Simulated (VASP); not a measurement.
Write the native input for VASP 6.6.1 that does the following.

```
Task                   : single point
Functional             : PBEsol
Potentials or basis    : VASP PAW PBE potentials, release 64 (W_sv, C_h)
Cutoff                 : 910 eV
k mesh                 : 10 × 10 × 10
Occupations            : fermi-dirac, width 0.05 eV
Spin                   : no spin polarisation
Hubbard terms          : W d U = 8.0 eV
Dipole correction      : no
Second run             : hard_potentials
Further INCAR settings : ALGO = Normal; EDIFF = 1e-06; NBANDS = 16
```

The structure of WC lies in POSCAR:

```
WC
1.0
    0.0000000000      2.1750937421      2.1750937421
    2.1750937421      0.0000000000      2.1750937421
    2.1750937421      2.1750937421      0.0000000000
W C
1 1
Direct
    0.0000000000      0.0000000000      0.0000000000
    0.5000000000      0.5000000000      0.5000000000
```

These files were run (other wordings do the same):

INCAR

```
SYSTEM = WC
ALGO = Normal
EDIFF = 1E-6
ENCUT = 910
GGA = PS
GGA_COMPAT = .False.
ISIF = 2
ISMEAR = -1
LASPH = .True.
LCHARG = .False.
LDAU = .True.
LDAUJ = 0 0
LDAUL = 2 -1
LDAUPRINT = 1
LDAUTYPE = 2
LDAUU = 8 0
LMAXMIX = 4
LREAL = .False.
LWAVE = .False.
NBANDS = 16
NELM = 200
PREC = Accurate
SIGMA = 0.05
```

KPOINTS

```
k-points
0
Gamma
  10 10 10
  0 0 0
```

Potentials or basis: VASP PAW PBE potentials, release 64 (W_sv, C_h).

Run with:

```sh
$ cat potpaw_PBE.64/W_sv/POTCAR potpaw_PBE.64/C_h/POTCAR > POTCAR
$ mpirun -np 1 vasp_std > vasp.out
```

It gave:

* Pressure: 16.7 GPa
* Band gap on the k mesh: zero (band 9 reaches 15.00 eV, above the bottom of band 10 at 11.56 eV)

Caveat: the cutoff is under 1.25 times the usual one of these potentials, so pressure, stress and relaxed cells hold a basis-set (Pulay) error; the PAW data sets were made with another functional, which shifts forces and pressure a little; spin-orbit coupling is left out, which moves the levels of the heavy elements; U without spin polarisation on a metal has little footing; the U is typed as a test and isn't derived for this compound.

Wall time 29 s on 1 thread of AMD EPYC 7R43 64-Core Processor (Zen 3) (shared host), peak memory 0.17 GiB.
